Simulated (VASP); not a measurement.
# TiSi3O8 (Pmm2) in VASP: settings compared

TiSi3O8 is run at these levels: PBE, r2SCAN; tasks: single point.

All numbers are computed with VASP 6.6.1; they aren't measurements. Logs are shortened: lines on timing, memory, paths and dates and some standing lists are left out, and cuts for length are marked.

## Step 1: The cell of the first run

The structure is orthorhombic, space group Pmm2 (No. 25). Conventional cell: a = 2.886 Å, b = 6.262 Å, c = 6.869 Å, α = 90.00°, β = 90.00°, γ = 90.00°. Within 2.2 Å of Si (site symmetry mm2) lie 4 O at 1.63 to 1.66 Å. Within 2.2 Å of Si (site symmetry m) lie 4 O at 1.62 to 1.79 Å. O (site symmetry mm2) has 2 Si at 1.62 Å within 2.2 Å. O (site symmetry mm2) has 2 Si at 1.66 Å within 2.2 Å. O (site symmetry m) has 2 Si at 1.64 Å within 2.2 Å. Within 2.2 Å of O (site symmetry m) lie 1 Si at 1.63 Å and 1 Ti at 1.88 Å. Within 2.4 Å of O (site symmetry mm2) lie 2 Si at 1.79 Å and 2 Ti at 2.30 Å. O (site symmetry mm2) has 2 Ti at 1.80 Å within 2.4 Å.

## Step 2: Single point, PBE

File INCAR:

```
PREC     = Accurate       # precision mode
ENCUT    = 520            # plane-wave cutoff, eV
EDIFF    = 1E-6           # SCF threshold, eV
ISMEAR   = -1             # smearing method
SIGMA    = 0.02           # smearing width, eV
LREAL    = False          # projectors in reciprocal space
LASPH    = True           # aspherical terms in the spheres
NELM     = 80             # most SCF steps
ALGO     = Normal         # electronic algorithm
ISIF     = 2              # what is computed and relaxed
LWAVE    = False          # write WAVECAR
LCHARG   = False          # write CHGCAR
GGA      = PE             # functional
NBANDS   = 48             # bands
```

File KPOINTS:

```
regular mesh
0
Gamma
  8 4 4
```

File POSCAR:

```
TiSi3O8
1.0
    2.8858702152      0.0000000000      0.0000000000
    0.0000000000      6.2619437631      0.0000000000
    0.0000000000      0.0000000000      6.8694257133
Si O Ti
3 8 1
Direct
    0.0000000000      0.0000000000     -0.0145029504
    0.5000000000      0.2516940307      0.5387325297
    0.5000000000      0.7483059693      0.5387325297
    0.5000000000      0.0000000000      0.5946388324
    0.5000000000      0.0000000000      0.1046814415
    0.0000000000      0.2812229369      0.4279883288
    0.0000000000      0.2128084485      0.8500477804
    0.5000000000      0.5000000000      0.6681769184
    0.5000000000      0.5000000000      0.0845539587
    0.0000000000      0.7187770631      0.4279883288
    0.0000000000      0.7871915515      0.8500477804
    0.0000000000      0.5000000000     -0.0710854780
```

Potentials or basis: VASP PAW PBE potentials, release 64 (Si, O, Ti_sv).

Command:

```sh
cat potpaw_PBE.64/Si/POTCAR potpaw_PBE.64/O/POTCAR potpaw_PBE.64/Ti_sv/POTCAR > POTCAR
mpirun -np 1 vasp_std > vasp.out
```

OUTCAR:

```text
PREC = Accurate
   ENCUT = 520
   EDIFF = 1E-6
   ISMEAR = -1
   LREAL = False
   LASPH = True
   NELM = 80
   ISIF = 2
   GGA = PE

 ion  position               nearest neighbor table
   1  0.000  0.000  0.985-   7 1.63  11 1.63   5 1.66   5 1.66
   2  0.500  0.252  0.539-   4 1.62   6 1.64   6 1.64   8 1.79   3 3.11
   3  0.500  0.748  0.539-   4 1.62  10 1.64  10 1.64   8 1.79   2 3.11
   4  0.500  0.000  0.595-   2 1.62   3 1.62
   5  0.500  0.000  0.105-   1 1.66   1 1.66
   6  0.000  0.281  0.428-   2 1.64   2 1.64
   7  0.000  0.213  0.850-   1 1.63  12 1.88
   8  0.500  0.500  0.668-   2 1.79   3 1.79  12 2.30  12 2.30
   9  0.500  0.500  0.085-  12 1.80  12 1.80
  10  0.000  0.719  0.428-   3 1.64   3 1.64
  11  0.000  0.787  0.850-   1 1.63  12 1.88
  12  0.000  0.500  0.929-   9 1.80   9 1.80  11 1.88   7 1.88   8 2.30   8 2.30

  LATTYP: Found a simple orthorhombic cell.
 ALAT       =     2.8858702152
 B/A-ratio  =     2.1698632635
 C/A-ratio  =     2.3803654361

  Lattice vectors:

 A1 = (   2.8858702152,   0.0000000000,   0.0000000000)
 A2 = (   0.0000000000,   6.2619437631,   0.0000000000)
 A3 = (   0.0000000000,   0.0000000000,   6.8694257133)

Analysis of symmetry for initial positions (statically):
=====================================================================
 Subroutine PRICEL returns:
 Original cell was already a primitive cell.

 Routine SETGRP: Setting up the symmetry group for a
 simple orthorhombic supercell.

 Subroutine GETGRP returns: Found  4 space group operations
 (whereof  4 operations were pure point group operations)
 out of a pool of  8 trial point group operations.

The static configuration has the point symmetry C_2v.

Analysis of symmetry for dynamics (positions and initial velocities):
=====================================================================
 Subroutine PRICEL returns:
 Original cell was already a primitive cell.

 Routine SETGRP: Setting up the symmetry group for a
 simple orthorhombic supercell.

 Subroutine GETGRP returns: Found  4 space group operations
 (whereof  4 operations were pure point group operations)
 out of a pool of  8 trial point group operations.

The dynamic configuration has the point symmetry C_2v.

 Subroutine INISYM returns: Found  4 space group operations
 (whereof  4 operations are pure point group operations),
 and found     1 'primitive' translations

----------------------------------------------------------------------------------------

                                     Primitive cell

  volume of cell :     124.1385

  direct lattice vectors                    reciprocal lattice vectors
     2.885870215  0.000000000  0.000000000     0.346515929  0.000000000  0.000000000
     0.000000000  6.261943763  0.000000000     0.000000000  0.159694823  0.000000000
     0.000000000  0.000000000  6.869425713     0.000000000  0.000000000  0.145572576

  length of vectors
     2.885870215  6.261943763  6.869425713     0.346515929  0.159694823  0.145572576

  position of ions in fractional coordinates (direct lattice)
     0.000000000  0.000000000  0.985497050
     0.500000000  0.251694031  0.538732530
     0.500000000  0.748305969  0.538732530
     0.500000000  0.000000000  0.594638832
     0.500000000  0.000000000  0.104681441
     0.000000000  0.281222937  0.427988329
     0.000000000  0.212808448  0.850047780
     0.500000000  0.500000000  0.668176918
     0.500000000  0.500000000  0.084553959
     0.000000000  0.718777063  0.427988329
     0.000000000  0.787191552  0.850047780
     0.000000000  0.500000000  0.928914522

  ion indices of the primitive-cell ions
   primitive index   ion index
                 1           1
                 2           2
                 3           3
                 4           4
                 5           5
                 6           6
                 7           7
                 8           8
                 9           9
                10          10
                11          11
                12          12

----------------------------------------------------------------------------------------

 KPOINTS: regular mesh

Automatic generation of k-mesh.
 Grid dimensions read from file:
 generate k-points for:    8    4    4

 Generating k-lattice:

  Cartesian coordinates                     Fractional coordinates (reciprocal lattice)
     0.043314491  0.000000000  0.000000000     0.125000000  0.000000000  0.000000000
     0.000000000  0.039923706  0.000000000     0.000000000  0.250000000  0.000000000
     0.000000000  0.000000000  0.036393144     0.000000000  0.000000000  0.250000000

  Length of vectors
     0.043314491  0.039923706  0.036393144

  Shift w.r.t. Gamma in fractional coordinates (k-lattice)
     0.000000000  0.000000000  0.000000000

 Subroutine IBZKPT returns following result:
 ===========================================

 Found     45 irreducible k-points:

 Following reciprocal coordinates:
            Coordinates               Weight
  0.000000  0.000000  0.000000      1.000000
  0.125000  0.000000  0.000000      2.000000
  0.250000  0.000000  0.000000      2.000000
  0.375000  0.000000  0.000000      2.000000
  0.500000  0.000000  0.000000      1.000000
  0.000000  0.250000  0.000000      2.000000
[... 16 lines left out ...]
  0.250000  0.250000  0.250000      8.000000
  0.375000  0.250000  0.250000      8.000000
 [... further k-points ...]
   k-points           NKPTS =     45   k-points in BZ     NKDIM =     45   number of bands    NBANDS=     48
   number of dos      NEDOS =    301   number of ions     NIONS =     12
   total plane-waves  NPLWV =  62208
   dimension x,y,z NGX =    24 NGY =   48 NGZ =   54
   dimension x,y,z NGXF=    48 NGYF=   96 NGZF=  108
   ions per type =               3   8   1
   NGX,Y,Z   is equivalent  to a cutoff of  13.83, 12.74, 13.07 a.u.
   NGXF,Y,Z  is equivalent  to a cutoff of  27.65, 25.49, 26.14 a.u.
 SYSTEM =  unknown system
   PREC   = accura    normal or accurate (medium, high low for compatibility)
   ISTART =      0    job   : 0-new  1-cont  2-samecut
   ICHARG =      2    charge: 1-file 2-atom 10-const
   ISPIN  =      1    spin polarized calculation?
   LNONCOLLINEAR =      F non collinear calculations
   LSORBIT =      F    spin-orbit coupling
   LASPH  =      T    aspherical Exc in radial PAW
   ENCUT  =  520.0 eV  38.22 Ry    6.18 a.u.   5.37 11.64 12.77*2*pi/ulx,y,z
   NELM   =     80;   NELMIN=  2; NELMDL= -5     # of ELM steps
   EDIFF  = 0.1E-05   stopping-criterion for ELM
   LREAL  =      F    real-space projection
   EDIFFG = 0.1E-04   stopping-criterion for IOM
   NSW    =      0    number of steps for IOM
   IBRION =     -1    ionic relax: 0-MD 1-quasi-New 2-CG
   NFREE  =      0    steps in history (QN), initial steepest desc. (CG)
   ISIF   =      2    stress and relaxation
   ISYM   =      2    0-nonsym 1-usesym 2-fastsym
   POTIM  = 0.5000    time-step for ionic-motion
   TEBEG  =    0.0;   TEEND  =   0.0 temperature during run
   PSTRESS=    0.0 pullay stress
   NELECT =      72.0000    total number of electrons
   NUPDOWN=      -1.0000    fix difference up-down
   EMIN   =  10.00;   EMAX   =-10.00  energy-range for DOS
   EFERMI =   0.00;   METHOD = LEGACY
   ISMEAR =    -1;   SIGMA  =   0.02  broadening in eV -4-tet -1-fermi 0-gaus
   EFERMI_NEDOS =   21; number of points for ismear=-14 and -15
   IALGO  =     38    algorithm
   IMIX   =      4    mixing-type and parameters
     AMIX     =   0.40;   BMIX     =  1.00
     AMIX_MAG =   1.60;   BMIX_MAG =  1.00
  volume/ion in A,a.u.               =      10.34        69.81
  Fermi-wavevector in a.u.,A,eV,Ry     =   1.365265  2.579976 25.360549  1.863948
  Thomas-Fermi vector in A             =   2.491508
   LORBIT       =      0    0 simple, 1 ext, 2 COOP (PROOUT), +10 PAW based schemes
   GGA     = PE    functional components
   LHFCALC =     F    Hartree Fock is set to
   AEXX    =    0.0000 exact exchange contribution
   IVDW    =     0    specifies the selected vdW correction
   LEPSILON=     F    determine dielectric tensor
   LRPA    =     F    only Hartree local field effects (RPA)
 non-spin polarized calculation
  energy-cutoff  :      520.00
  volume of cell :      124.14
 maximum number of plane-waves:      3368
 NGX is ok and might be reduce to    24
   NGX = 11   NGY = 23   NGZ = 25

 number of electron      72.0000015 magnetization

 Free energy of the ion-electron system (eV)
  ---------------------------------------------------
  ext. energy  EPLUGINS =         0.00000000
  ---------------------------------------------------
  free energy    TOTEN  =       -94.39875913 eV

  energy without entropy =      -94.39875913  energy(sigma->0) =      -94.39875913

 E-fermi :   4.5013     XC(G=0): -10.7161

 val. band max:        4.0371402788   @ k =   0.3750   0.5000   0.0000
 cond. band min:       7.3368567942   @ k =   0.3750   0.5000   0.0000
 fundamental gap:      3.2997165154
 Fermi energy:         4.5012688007

 k-point     1 :       0.0000    0.0000    0.0000
  band No.  band energies     occupation
      1     -52.0865      2.00000
      2     -28.4780      2.00000
      3     -28.3901      2.00000
      4     -28.1767      2.00000
      5     -16.2328      2.00000
      6     -15.3006      2.00000
[... 40 lines left out ...]
     47      13.4062      0.00000
     48      14.5345      0.00000

 k-point     2 :       0.1250    0.0000    0.0000
  band No.  band energies     occupation
      1     -52.0783      2.00000
      2     -28.4705      2.00000
      3     -28.3830      2.00000
      4     -28.2587      2.00000
      5     -16.0873      2.00000
      6     -15.1776      2.00000
[... 40 lines left out ...]
     47      13.6804      0.00000
     48      14.7220      0.00000

 k-point     3 :       0.2500    0.0000    0.0000
  band No.  band energies     occupation
      1     -52.0583      2.00000
      2     -28.5266      2.00000
      3     -28.3770      2.00000
      4     -28.3657      2.00000
      5     -15.6772      2.00000
      6     -14.8401      2.00000
[... 1060 lines left out ...]
     47      13.8804      0.00000
     48      14.1381      0.00000

 k-point    24 :       0.3750    0.2500    0.2500
  band No.  band energies     occupation
      1     -52.0382      2.00000
      2     -28.7064      2.00000
      3     -28.3644      2.00000
      4     -28.3487      2.00000
      5     -14.9940      2.00000
      6     -14.4354      2.00000
[... 40 lines left out ...]
     47      14.0001      0.00000
     48      14.3179      0.00000

 [... further k-points ...]
[... 5 lines left out ...]
  --------------------------------------------------------------------------------------
  -------------------------------------------------------------------------------------
  Total        5.6114623      5.8581863      4.2064438      0.0000000      0.0000000      0.0000000
  in kB       72.4236222     75.6079337     54.2899299      0.0000000      0.0000000      0.0000000
  external PRESSURE =      67.4404953 kB  Pullay stress =       0.0000000 kB

 VOLUME and BASIS-vectors are now :
 -----------------------------------------------------------------------------
  energy-cutoff  :      520.00
  volume of cell :      124.14
      direct lattice vectors                 reciprocal lattice vectors
     2.885870215  0.000000000  0.000000000     0.346515929  0.000000000  0.000000000
     0.000000000  6.261943763  0.000000000     0.000000000  0.159694823  0.000000000
     0.000000000  0.000000000  6.869425713     0.000000000  0.000000000  0.145572576

 POSITION                                       TOTAL-FORCE (eV/Angst)
 -----------------------------------------------------------------------------------
      0.00000      0.00000      6.76980        -0.000000      0.000000      0.098309
      1.44294      1.57609      3.70078        -0.000000      0.074754      0.253788
      1.44294      4.68585      3.70078        -0.000000     -0.074754      0.253788
      1.44294      0.00000      4.08483        -0.000000      0.000000      0.108460
      1.44294      0.00000      0.71910        -0.000000      0.000000      0.421504
      0.00000      1.76100      2.94003         0.000000      0.092160     -0.455167
      0.00000      1.33259      5.83934        -0.000000      0.186972     -0.306575
      1.44294      3.13097      4.58999        -0.000000      0.000000      0.145175
      1.44294      3.13097      0.58084        -0.000000      0.000000      0.401780
      0.00000      4.50094      2.94003        -0.000000     -0.092160     -0.455167
      0.00000      4.92935      5.83934        -0.000000     -0.186972     -0.306575
      0.00000      3.13097      6.38111        -0.000000      0.000000     -0.159321
 -----------------------------------------------------------------------------------
    total drift:                                0.000000      0.000000      0.000766

  FREE ENERGIE OF THE ION-ELECTRON SYSTEM (eV)
  ---------------------------------------------------
  free  energy   TOTEN  =       -94.3987591336 eV

  energy  without entropy=      -94.3987591336  energy(sigma->0) =      -94.39875913
```

It took 6.1 min on 1 thread of Oxide Virtual Turin-like, shared host; peak memory 0.33 GiB.

Results:

* Free energy: -94.3988 eV
* Pressure: 6.7 GPa
* Largest force: 0.464 eV/Å
* Band gap on the k mesh: 3.30 eV, direct

Forces in eV/Å, atoms in the order of the input:
```
Si   0.000  0.000  0.098
Si   0.000  0.075  0.254
Si   0.000 -0.075  0.254
O    0.000  0.000  0.108
O    0.000  0.000  0.422
O    0.000  0.092 -0.455
O    0.000  0.187 -0.307
O    0.000  0.000  0.145
O    0.000  0.000  0.402
O    0.000 -0.092 -0.455
O    0.000 -0.187 -0.307
Ti   0.000  0.000 -0.159
```

## Step 3: Single point, r2SCAN

POSCAR is that of step 2.

File INCAR.step1:

```
ALGO = Normal
EDIFF = 1E-4
ENCUT = 520
GGA = PE
ISMEAR = -1
LASPH = T
LCHARG = F
LREAL = F
LWAVE = T
NBANDS = 48
NELM = 100
PREC = Accurate
SIGMA = 0.02
```

File INCAR.step2:

```
ALGO = Normal
EDIFF = 1E-6
ENCUT = 520
ISIF = 2
ISMEAR = -1
ISTART = 1
LASPH = T
LCHARG = F
LMIXTAU = T
LREAL = F
LWAVE = F
METAGGA = R2SCAN
NBANDS = 48
NELM = 100
PREC = Accurate
SIGMA = 0.02
```

File KPOINTS:

```
k-points
0
Gamma
  8 4 4
```

Potentials or basis: VASP PAW PBE potentials, release 64 (Si, O, Ti_sv).

Command:

```sh
cat potpaw_PBE.64/Si/POTCAR potpaw_PBE.64/O/POTCAR potpaw_PBE.64/Ti_sv/POTCAR > POTCAR
cp INCAR.step1 INCAR
mpirun -np 1 vasp_std > vasp.out
cp INCAR.step2 INCAR
mpirun -np 1 vasp_std > vasp.out
```

Wall time 28 min (1 thread of Oxide Virtual Turin-like, shared host); peak memory 0.36 GiB.

It converged, with:

```yaml
Free_energy: -120.7677 eV
Pressure: 0.6 GPa
Largest_force: 0.182 eV/Å
Band_gap_on_the_k_mesh: 3.76 eV, direct
```

Forces in eV/Å, atoms in the order of the input:
```
Si   0.000  0.000  0.051
Si   0.000  0.009 -0.007
Si   0.000 -0.009 -0.007
O    0.000  0.000  0.020
O    0.000  0.000  0.018
O    0.000  0.013 -0.017
O    0.000 -0.022 -0.049
O    0.000  0.000  0.024
O    0.000  0.000  0.182
O    0.000 -0.013 -0.017
O    0.000  0.022 -0.049
Ti   0.000  0.000 -0.152
```

Stress tensor (GPa, compression positive):
```
0.95 0.00 0.00
0.00 0.71 0.00
0.00 0.00 0.14
```

Levels at points of the mesh, in eV from the valence-band top:
| k point | band 33 | band 34 | band 35 | band 36 | band 37 | band 38 | band 39 | band 40 |
| --- | --- | --- | --- | --- | --- | --- | --- | --- |
| (0.00, 0.00, 0.00) | -0.95 | -0.94 | -0.87 | -0.32 | 4.21 | 4.45 | 5.08 | 5.21 |
| (0.50, 0.00, 0.00) | -1.14 | -0.95 | -0.89 | -0.74 | 4.11 | 4.29 | 4.83 | 5.29 |
| (0.00, 0.50, 0.00) | -1.15 | -0.62 | -0.50 | -0.28 | 4.29 | 4.35 | 4.87 | 6.46 |
| (0.50, 0.50, 0.00) | -1.19 | -1.00 | -0.71 | -0.03 | 3.85 | 4.30 | 4.67 | 5.38 |
| (0.00, 0.00, 0.50) | -1.05 | -0.84 | -0.73 | -0.33 | 4.22 | 4.45 | 5.20 | 5.76 |
| (0.50, 0.00, 0.50) | -1.14 | -1.01 | -0.81 | -0.66 | 4.15 | 4.29 | 4.82 | 5.28 |
| (0.00, 0.50, 0.50) | -0.80 | -0.62 | -0.50 | -0.18 | 4.27 | 4.35 | 4.82 | 6.92 |
| (0.50, 0.50, 0.50) | -1.19 | -0.95 | -0.53 | 0.00 | 3.88 | 4.28 | 4.65 | 5.35 |

Caveat: the PAW data sets were made with another functional, which shifts forces and pressure a little. r2SCAN opens gaps a little over a GGA but as a rule still falls short of measured ones.
